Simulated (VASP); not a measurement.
# Ta (Fd-3m) in VASP: notebook

The runs below take Ta through single point, with r2SCAN.

Program: VASP 6.6.1. These are calculated values, not measurements. Logs are shortened: lines on timing, memory, paths and dates and some standing lists are left out, and cuts for length are marked.

**1. The cell of the first run**

It takes space group Fd-3m (No. 227, cubic). The conventional cell has a = 6.025 Å, b = 6.025 Å, c = 6.025 Å, α = 90.00°, β = 90.00°, γ = 90.00°. Ta (site symmetry -43m) has 4 Ta at 2.61 Å within 3.4 Å.

**2. Single point, r2SCAN**

Input file POSCAR:

```
Ta
1.0
    0.0000000000      3.0124453377      3.0124453377
    3.0124453377      0.0000000000      3.0124453377
    3.0124453377      3.0124453377      0.0000000000
Ta
2
Direct
    1.0000000000      1.0000000000      1.0000000000
    0.2500000000      0.2500000000      0.2500000000
```

Input file INCAR.step1:

```
  ALGO = Normal
  EDIFF = 1E-4
  ENCUT = 520
  GGA = PE
  ISMEAR = 1
  LASPH = True
  LCHARG = False
  LREAL = False
  LWAVE = True
  NBANDS = 18
  NELM = 100
  PREC = Accurate
  SIGMA = 0.05
```

Input file INCAR.step2:

```
  ALGO = Normal
  EDIFF = 1E-6
  ENCUT = 520
  ISIF = 2
  ISMEAR = 1
  ISTART = 1
  LASPH = True
  LCHARG = False
  LMIXTAU = True
  LREAL = False
  LWAVE = False
  METAGGA = R2SCAN
  NBANDS = 18
  NELM = 100
  PREC = Accurate
  SIGMA = 0.05
```

Input file KPOINTS:

```
k-points
0
Gamma
  12 12 12
```

Potentials or basis: VASP PAW PBE potentials, release 64 (Ta_pv).

On the command line:

```sh
$ cat potpaw_PBE.64/Ta_pv/POTCAR > POTCAR
$ cp INCAR.step1 INCAR
$ mpirun -np 1 vasp_std > vasp.out
$ cp INCAR.step2 INCAR
$ mpirun -np 1 vasp_std > vasp.out
```

OUTCAR:

```text
EDIFF = 1E-6
   ENCUT = 520
   ISIF = 2
   ISMEAR = 1
   ISTART = 1
   LASPH = True
   LREAL = False
   METAGGA = R2SCAN
   NELM = 100
   PREC = Accurate

 ion  position               nearest neighbor table
   1  0.000  0.000  0.000-   2 2.61   2 2.61   2 2.61   2 2.61
   2  0.250  0.250  0.250-   1 2.61   1 2.61   1 2.61   1 2.61

  LATTYP: Found a face centered cubic cell.
 ALAT       =     6.0248906754

  Lattice vectors:

 A1 = (   0.0000000000,   3.0124453377,   3.0124453377)
 A2 = (   3.0124453377,   0.0000000000,   3.0124453377)
 A3 = (   3.0124453377,   3.0124453377,   0.0000000000)

Analysis of symmetry for initial positions (statically):
=====================================================================
 Subroutine PRICEL returns:
 Original cell was already a primitive cell.

 Routine SETGRP: Setting up the symmetry group for a
 face centered cubic supercell.

 Subroutine GETGRP returns: Found 48 space group operations
 (whereof 24 operations were pure point group operations)
 out of a pool of 48 trial point group operations.

The static configuration has the point symmetry T_d .
 The point group associated with its full space group is O_h .

Analysis of symmetry for dynamics (positions and initial velocities):
=====================================================================
 Subroutine PRICEL returns:
 Original cell was already a primitive cell.

 Routine SETGRP: Setting up the symmetry group for a
 face centered cubic supercell.

 Subroutine GETGRP returns: Found 48 space group operations
 (whereof 24 operations were pure point group operations)
 out of a pool of 48 trial point group operations.

The dynamic configuration has the point symmetry T_d .
 The point group associated with its full space group is O_h .

 Subroutine INISYM returns: Found 48 space group operations
 (whereof 24 operations are pure point group operations),
 and found     1 'primitive' translations

----------------------------------------------------------------------------------------

                                     Primitive cell

  volume of cell :      54.6748

  direct lattice vectors                    reciprocal lattice vectors
     0.000000000  3.012445338  3.012445338    -0.165978115  0.165978115  0.165978115
     3.012445338  0.000000000  3.012445338     0.165978115 -0.165978115  0.165978115
     3.012445338  3.012445338  0.000000000     0.165978115  0.165978115 -0.165978115

  length of vectors
[... 75 lines left out ...]
   ICHARG =      0    charge: 1-file 2-atom 10-const
   ISPIN  =      1    spin polarized calculation?
   LNONCOLLINEAR =      F non collinear calculations
   LSORBIT =      F    spin-orbit coupling
   LASPH  =      T    aspherical Exc in radial PAW
   ENCUT  =  520.0 eV  38.22 Ry    6.18 a.u.   7.92  7.92  7.92*2*pi/ulx,y,z
   NELM   =    100;   NELMIN=  2; NELMDL=  0     # of ELM steps
   EDIFF  = 0.1E-05   stopping-criterion for ELM
   LREAL  =      F    real-space projection
   EDIFFG = 0.1E-04   stopping-criterion for IOM
   NSW    =      0    number of steps for IOM
   IBRION =     -1    ionic relax: 0-MD 1-quasi-New 2-CG
   NFREE  =      0    steps in history (QN), initial steepest desc. (CG)
   ISIF   =      2    stress and relaxation
   ISYM   =      2    0-nonsym 1-usesym 2-fastsym
   POTIM  = 0.5000    time-step for ionic-motion
   TEBEG  =    0.0;   TEEND  =   0.0 temperature during run
   PSTRESS=    0.0 pullay stress
   NELECT =      22.0000    total number of electrons
   NUPDOWN=      -1.0000    fix difference up-down
   EMIN   =  10.00;   EMAX   =-10.00  energy-range for DOS
   EFERMI =   0.00;   METHOD = LEGACY
   ISMEAR =     1;   SIGMA  =   0.05  broadening in eV -4-tet -1-fermi 0-gaus
   EFERMI_NEDOS =   21; number of points for ismear=-14 and -15
   IALGO  =     38    algorithm
   IMIX   =      4    mixing-type and parameters
     AMIX     =   0.40;   BMIX     =  1.00
     AMIX_MAG =   1.60;   BMIX_MAG =  1.00
  volume/ion in A,a.u.               =      27.34       184.48
  Fermi-wavevector in a.u.,A,eV,Ry     =   1.208611  2.283944 19.874582  1.460741
  Thomas-Fermi vector in A             =   2.344214
   LORBIT       =      0    0 simple, 1 ext, 2 COOP (PROOUT), +10 PAW based schemes
   METAGGA = R2SCAN    functional components
   LHFCALC =     F    Hartree Fock is set to
   AEXX    =    0.0000 exact exchange contribution
   IVDW    =     0    specifies the selected vdW correction
   LEPSILON=     F    determine dielectric tensor
   LRPA    =     F    only Hartree local field effects (RPA)
 non-spin polarized calculation
 Methfessel and Paxton  Order N= 1 SIGMA  =   0.05
  energy-cutoff  :      520.00
  volume of cell :       54.67
 maximum number of plane-waves:      1488
   NGX = 15   NGY = 15   NGZ = 15

 number of electron      21.9999997 magnetization

 Free energy of the ion-electron system (eV)
  ---------------------------------------------------
  ext. energy  EPLUGINS =         0.00000000
  ---------------------------------------------------
  free energy    TOTEN  =       -90.95022236 eV

  energy without entropy =      -90.95019474  energy(sigma->0) =      -90.95021315

 E-fermi :   2.1058     XC(G=0): -10.9017

 val. band max:        2.1056590272   @ k =   0.2500   0.2500   0.0000
 cond. band min:       2.1189737358   @ k =   0.4167   0.4167   0.0000
 fundamental gap:      0.0133147086
 Fermi energy:         2.1057714551

 k-point     1 :       0.0000    0.0000    0.0000
  band No.  band energies     occupation
      1     -33.1521      2.00000
      2     -33.1521      2.00000
      3     -33.1521      2.00000
      4     -32.2118      2.00000
      5     -32.2118      2.00000
      6     -32.2118      2.00000
[... 481 lines left out ...]
      5     -32.0792      2.00000
      6     -32.0246      2.00000
[... 10 lines left out ...]
     17       7.8137      0.00000
     18       7.8292      0.00000

 [... further k-points ...]
[... 5 lines left out ...]
  --------------------------------------------------------------------------------------
  -------------------------------------------------------------------------------------
  Total        0.4891785      0.4891785      0.4891785      0.0000000      0.0000000      0.0000000
  in kB       14.3347593     14.3347593     14.3347593      0.0000000      0.0000000      0.0000000
  external PRESSURE =      14.3347593 kB  Pullay stress =       0.0000000 kB

 VOLUME and BASIS-vectors are now :
 -----------------------------------------------------------------------------
  energy-cutoff  :      520.00
  volume of cell :       54.67
      direct lattice vectors                 reciprocal lattice vectors
     0.000000000  3.012445338  3.012445338    -0.165978115  0.165978115  0.165978115
     3.012445338  0.000000000  3.012445338     0.165978115 -0.165978115  0.165978115
     3.012445338  3.012445338  0.000000000     0.165978115  0.165978115 -0.165978115

 POSITION                                       TOTAL-FORCE (eV/Angst)
 -----------------------------------------------------------------------------------
      0.00000      0.00000      0.00000         0.000000     -0.000000      0.000000
      1.50622      1.50622      1.50622        -0.000000      0.000000     -0.000000
 -----------------------------------------------------------------------------------
    total drift:                               -0.000000      0.000000      0.000000

  FREE ENERGIE OF THE ION-ELECTRON SYSTEM (eV)
  ---------------------------------------------------
  free  energy   TOTEN  =       -90.9502223619 eV

  energy  without entropy=      -90.9501947396  energy(sigma->0) =      -90.95021315
```

OSZICAR.step1:

```text
N       E                     dE             d eps       ncg     rms          rms(c)
DAV:   1     0.171805072355E+03    0.17181E+03   -0.12367E+04  2608   0.117E+03
DAV:   2    -0.135819532058E+02   -0.18539E+03   -0.18256E+03  3238   0.331E+02
DAV:   3    -0.180731345618E+02   -0.44912E+01   -0.44035E+01  3176   0.487E+01
DAV:   4    -0.181273382197E+02   -0.54204E-01   -0.54033E-01  3182   0.545E+00
DAV:   5    -0.181280015739E+02   -0.66335E-03   -0.66290E-03  3200   0.554E-01    0.128E+01
DAV:   6    -0.178942499588E+02    0.23375E+00   -0.41629E-01  3314   0.453E+00    0.676E+00
DAV:   7    -0.178443024664E+02    0.49947E-01   -0.17197E-01  3330   0.331E+00    0.111E+00
DAV:   8    -0.178406496816E+02    0.36528E-02   -0.16819E-02  2962   0.765E-01    0.103E-01
DAV:   9    -0.178407304240E+02   -0.80742E-04   -0.31972E-04  2944   0.128E-01
   1 F= -.17840730E+02 E0= -.17840727E+02  d E =-.898244E-05
```

It took 1.7 min on 1 thread of Intel Xeon 6975P-C, shared host; peak memory 0.22 GiB.

Results:

- Free energy: -90.9502 eV
- Pressure: 1.4 GPa
- Band gap on the k mesh: zero (band 11 reaches 2.89 eV, above the bottom of band 12 at 1.72 eV)

Levels at points of the mesh, in eV from the Fermi level:
```
           k point  band 7  band 8  band 9  band 10  band 11  band 12  band 13  band 14  band 15  band 16
(0.00, 0.00, 0.00)   -5.90   -0.99   -0.99    -0.33    -0.33    -0.33     2.23     2.23     2.23     6.47
(0.50, 0.00, 0.00)   -3.27   -1.25   -0.87    -0.87    -0.38    -0.38    -0.08     3.51     3.51     5.26
(0.50, 0.50, 0.00)   -2.07   -2.07   -1.00    -1.00    -0.27    -0.27     2.06     2.06     4.58     4.58
```

Caveat: the PAW data sets were made with another functional, which shifts forces and pressure a little; spin-orbit coupling is left out, which moves the levels of the heavy elements.

**3. Single point, r2SCAN**

This run uses another cell than the first one, of 27.75 Å³/atom, 1.015 times its volume.

Input file POSCAR:

```
Ta
1.0
    0.0000000000      3.0276599662      3.0276599662
    3.0276599662      0.0000000000      3.0276599662
    3.0276599662      3.0276599662      0.0000000000
Ta
2
Direct
    1.0000000000      1.0000000000      1.0000000000
    0.2500000000      0.2500000000      0.2500000000
```

Input file INCAR.step1:

```
  PREC = Accurate
  ENCUT = 520
  ISMEAR = 1
  SIGMA = 0.05
  LREAL = False
  LASPH = True
  NELM = 100
  NBANDS = 18
  GGA = PE
  ALGO = Normal
  EDIFF = 1E-4
  LWAVE = True
  LCHARG = False
```

Input file INCAR.step2:

```
  PREC = Accurate
  ENCUT = 520
  EDIFF = 1E-6
  ISMEAR = 1
  SIGMA = 0.05
  LREAL = False
  LASPH = True
  NELM = 100
  ALGO = Normal
  ISIF = 2
  LWAVE = False
  LCHARG = True
  METAGGA = R2SCAN
  LMIXTAU = True
  LELF = True
  LVHAR = True
  NBANDS = 18
  ISTART = 1
```

Input file KPOINTS:

```
Automatic mesh
0
Gamma
  12 12 12
```

Potentials or basis: VASP PAW PBE potentials, release 64 (Ta_pv).

On the command line:

```sh
$ cat potpaw_PBE.64/Ta_pv/POTCAR > POTCAR
$ cp INCAR.step1 INCAR
$ mpirun -np 1 vasp_std > vasp.out
$ cp INCAR.step2 INCAR
$ mpirun -np 1 vasp_std > vasp.out
```

It took 1.7 min on 1 thread of Intel Xeon 6975P-C, shared host; peak memory 0.22 GiB.

The run converged. Its results:

```yaml
Free_energy: -90.9549 eV
Pressure: 0.3 GPa
Band_gap_on_the_k_mesh: zero (band 11 reaches 2.81 eV, above the bottom of band 12 at 1.65 eV)
```

Levels at points of the mesh, in eV from the Fermi level:
```csv
k point,band 7,band 8,band 9,band 10,band 11,band 12,band 13,band 14,band 15,band 16
"(0.00, 0.00, 0.00)",-5.86,-0.95,-0.95,-0.33,-0.33,-0.33,2.20,2.20,2.20,6.37
"(0.50, 0.00, 0.00)",-3.27,-1.21,-0.83,-0.83,-0.37,-0.37,-0.11,3.45,3.45,5.18
"(0.50, 0.50, 0.00)",-2.01,-2.01,-1.04,-1.04,-0.26,-0.26,2.05,2.05,4.51,4.51
```

Caveat: the PAW data sets were made with another functional, which shifts forces and pressure a little; spin-orbit coupling is left out, which moves the levels of the heavy elements.

**4. Single point, r2SCAN**

This run uses another cell than the first one, of 28.17 Å³/atom, 1.030 times its volume.

Input file POSCAR:

```
Ta
1.0
    0.0000000000      3.0427231991      3.0427231991
    3.0427231991      0.0000000000      3.0427231991
    3.0427231991      3.0427231991      0.0000000000
Ta
2
Direct
    1.0000000000      1.0000000000      1.0000000000
    0.2500000000      0.2500000000      0.2500000000
```

Input file INCAR.step1:

```
  PREC = Accurate
  ENCUT = 520
  ISMEAR = 1
  SIGMA = 0.05
  LREAL = F
  LASPH = T
  NELM = 60
  NBANDS = 18
  GGA = PE
  ALGO = Normal
  EDIFF = 1E-4
  LWAVE = T
  LCHARG = F
```

Input file INCAR.step2:

```
  PREC = Accurate
  ENCUT = 520
  EDIFF = 1E-6
  ISMEAR = 1
  SIGMA = 0.05
  LREAL = F
  LASPH = T
  NELM = 60
  ALGO = Normal
  ISIF = 2
  LWAVE = F
  LCHARG = F
  METAGGA = R2SCAN
  LMIXTAU = T
  NBANDS = 18
  ISTART = 1
```

KPOINTS is that of step 3.

Potentials or basis: VASP PAW PBE potentials, release 64 (Ta_pv).

On the command line:

```sh
$ cat potpaw_PBE.64/Ta_pv/POTCAR > POTCAR
$ cp INCAR.step1 INCAR
$ mpirun -np 1 vasp_std > vasp.out
$ cp INCAR.step2 INCAR
$ mpirun -np 1 vasp_std > vasp.out
```

OUTCAR:

```text
PREC = Accurate
   ENCUT = 520
   EDIFF = 1E-6
   ISMEAR = 1
   LREAL = F
   LASPH = T
   NELM = 60
   ISIF = 2
   METAGGA = R2SCAN
   ISTART = 1

 ion  position               nearest neighbor table
   1  0.000  0.000  0.000-   2 2.64   2 2.64   2 2.64   2 2.64
   2  0.250  0.250  0.250-   1 2.64   1 2.64   1 2.64   1 2.64

  LATTYP: Found a face centered cubic cell.
 ALAT       =     6.0854463982

  Lattice vectors:

 A1 = (   0.0000000000,   3.0427231991,   3.0427231991)
 A2 = (   3.0427231991,   0.0000000000,   3.0427231991)
 A3 = (   3.0427231991,   3.0427231991,   0.0000000000)

Analysis of symmetry for initial positions (statically):
=====================================================================
 Subroutine PRICEL returns:
 Original cell was already a primitive cell.

 Routine SETGRP: Setting up the symmetry group for a
 face centered cubic supercell.

 Subroutine GETGRP returns: Found 48 space group operations
[... 155 lines left out ...]
   NGX = 17   NGY = 17   NGZ = 17

 number of electron      22.0000001 magnetization

 Free energy of the ion-electron system (eV)
  ---------------------------------------------------
  ext. energy  EPLUGINS =         0.00000000
  ---------------------------------------------------
  free energy    TOTEN  =       -90.95385165 eV

  energy without entropy =      -90.95398539  energy(sigma->0) =      -90.95389623

 E-fermi :   1.9370     XC(G=0): -10.7527

 val. band max:        1.9361359102   @ k =  -0.3333   0.3333   0.1667
 cond. band min:       1.9573623006   @ k =   0.5000   0.3333   0.0833
 fundamental gap:      0.0212263904
 Fermi energy:         1.9369879522

 k-point     1 :       0.0000    0.0000    0.0000
  band No.  band energies     occupation
      1     -33.3297      2.00000
      2     -33.3297      2.00000
      3     -33.3297      2.00000
      4     -32.4613      2.00000
      5     -32.4613      2.00000
      6     -32.4613      2.00000
[... 481 lines left out ...]
      5     -32.3411      2.00000
      6     -32.2917      2.00000
[... 10 lines left out ...]
     17       7.4878      0.00000
     18       7.5043      0.00000

 [... further k-points ...]
[... 5 lines left out ...]
  --------------------------------------------------------------------------------------
  -------------------------------------------------------------------------------------
  Total       -0.2665763     -0.2665763     -0.2665763      0.0000000      0.0000000     -0.0000000
  in kB       -7.5807945     -7.5807945     -7.5807945      0.0000000      0.0000000     -0.0000000
  external PRESSURE =      -7.5807945 kB  Pullay stress =       0.0000000 kB

 VOLUME and BASIS-vectors are now :
 -----------------------------------------------------------------------------
  energy-cutoff  :      520.00
  volume of cell :       56.34
      direct lattice vectors                 reciprocal lattice vectors
     0.000000000  3.042723199  3.042723199    -0.164326482  0.164326482  0.164326482
     3.042723199  0.000000000  3.042723199     0.164326482 -0.164326482  0.164326482
     3.042723199  3.042723199  0.000000000     0.164326482  0.164326482 -0.164326482

 POSITION                                       TOTAL-FORCE (eV/Angst)
 -----------------------------------------------------------------------------------
      0.00000      0.00000      0.00000        -0.000000     -0.000000     -0.000000
      1.52136      1.52136      1.52136         0.000000      0.000000      0.000000
 -----------------------------------------------------------------------------------
    total drift:                               -0.000000      0.000000      0.000000

  FREE ENERGIE OF THE ION-ELECTRON SYSTEM (eV)
  ---------------------------------------------------
  free  energy   TOTEN  =       -90.9538516523 eV

  energy  without entropy=      -90.9539853871  energy(sigma->0) =      -90.95389623
```

OUTCAR.step1:

```text
PREC = Accurate
   ENCUT = 520
   ISMEAR = 1
   LREAL = F
   LASPH = T
[... 726 lines left out ...]
 -----------------------------------------------------------------------------------
      0.00000      0.00000      0.00000         0.000000      0.000000      0.000000
      1.52136      1.52136      1.52136        -0.000000     -0.000000     -0.000000
 -----------------------------------------------------------------------------------
    total drift:                               -0.000000      0.000000      0.000000

  FREE ENERGIE OF THE ION-ELECTRON SYSTEM (eV)
  ---------------------------------------------------
  free  energy   TOTEN  =       -17.8593546506 eV

  energy  without entropy=      -17.8592941287  energy(sigma->0) =      -17.85933448
```

It took 1.9 min on 1 thread of Intel Xeon 6975P-C, shared host; peak memory 0.22 GiB.

What came out:

```
Free energy            : -90.9539 eV
Pressure               : -0.8 GPa
Band gap on the k mesh : zero (band 11 reaches 2.74 eV, above the bottom of band 12 at 1.57 eV)
```

Caveat: the PAW data sets were made with another functional, which shifts forces and pressure a little; spin-orbit coupling is left out, which moves the levels of the heavy elements.

**5. Summary**

| cell | gap on the mesh (eV) | pressure (GPa) |
| --- | --- | --- |
| a = 4.260 Å, angles 60.0°, 2 atoms | none | 1.4 |
| a = 4.282 Å, angles 60.0°, 2 atoms | none | 0.3 |
| a = 4.303 Å, angles 60.0°, 2 atoms | none | -0.8 |

Alike in all rows: task single point; level r2SCAN; potentials or basis VASP PAW PBE potentials, release 64 (Ta_pv); no spin polarisation; k mesh 12 × 12 × 12; cutoff (eV) 520; smearing methfessel-paxton 0.05 eV.

Caveats: the PAW data sets were made with another functional, which shifts forces and pressure a little; spin-orbit coupling is left out, which moves the levels of the heavy elements.

Total energies depend on the potentials used, so only differences within one code and one set of settings carry meaning.
